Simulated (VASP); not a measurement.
Runs of VASP 6.6.1 on Mo. The structure is that of space group Fd-3m (No. 227), or close to it. The cells are those of the table. 

```csv
task,cell,cutoff (eV),gap on the mesh (eV),pressure (GPa)
relaxation of cell and atoms,"relaxed to 15 GPa from a = 3.854 Å, angles 60.0°, 2 atoms",600,none,14.9
single point,"a = 3.723 Å, angles 60.0°, 2 atoms",520,none,31.6
single point,"a = 3.810 Å, angles 60.0°, 2 atoms",520,none,16.2
single point,"a = 3.657 Å, angles 60.0°, 2 atoms",520,none,46.9
single point,"a = 3.937 Å, angles 60.0°, 2 atoms",520,none,(a)
```

Alike in all rows: level LDA; potentials or basis VASP PAW LDA potentials, release 64 (Mo_sv); no spin polarisation; k mesh 7 × 7 × 7; smearing methfessel-paxton 0.1 eV.

Question: Estimate the missing entries.

Answer: (a) 0.8.

Caveats: the cell is relaxed towards a set pressure, so the enthalpy falls and the energy may rise (some runs).

A k mesh can miss the band edges, and the runs leave out spin-orbit coupling on Mo.

A gap of «none» marks levels without a gap at the run's occupations.
